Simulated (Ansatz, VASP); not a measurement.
**MgO: VASP beside Ansatz**

```
CELL_PARAMETERS angstrom
0.00000 2.10760 2.10760
2.10760 0.00000 2.10760
2.10760 2.10760 0.00000
ATOMIC_POSITIONS crystal
Mg 0.00631 0.00631 0.99369
O 0.49042 0.49042 0.50958
```

Change from the starting cell: mode 6 frozen in at -0.040 Å, equal normal strain along x, y and z +0.0000.

Alike in both runs: task single point; functional PBEsol; k mesh 10 × 10 × 10; occupations gaussian, width 0.05 eV; no spin polarisation.

```csv
,VASP,Ansatz
version,VASP 6.6.1,Ansatz 0.2.0
potentials or method,"VASP PAW PBE potentials, release 64 (Mg, O), cutoff 520 eV","scalar-relativistic, plane waves, PAW"
valence electrons in the cell,8,16
```

|  | VASP | Ansatz | Ansatz less VASP |
| --- | --- | --- | --- |
| gap on the k mesh at the Fermi level (eV) | 4.61 | 4.62 | +0.006 |
| least direct gap on the mesh (eV) | 4.61 | 4.62 | +0.006 |
| pressure (GPa) | -0.2 | 0.4 | +0.61 |
| traceless stress, the component that is largest in VASP (GPa) | 1.07 | 1.05 | -0.021 |
| rms of the force components (eV/Å) | 0.214 | 0.212 | -0.0024 |

VASP's potentials were made for PBE, not for PBEsol, and Ansatz warns of the same on its side. Atom by atom the forces differ by 0.002 eV/Å (rms over components). The functional is the same, so the differences come from potentials, cutoffs and numerics. VASP's potentials hold 8 valence electrons a cell and Ansatz's 16, so a difference there can come from the potentials and not from the codes.
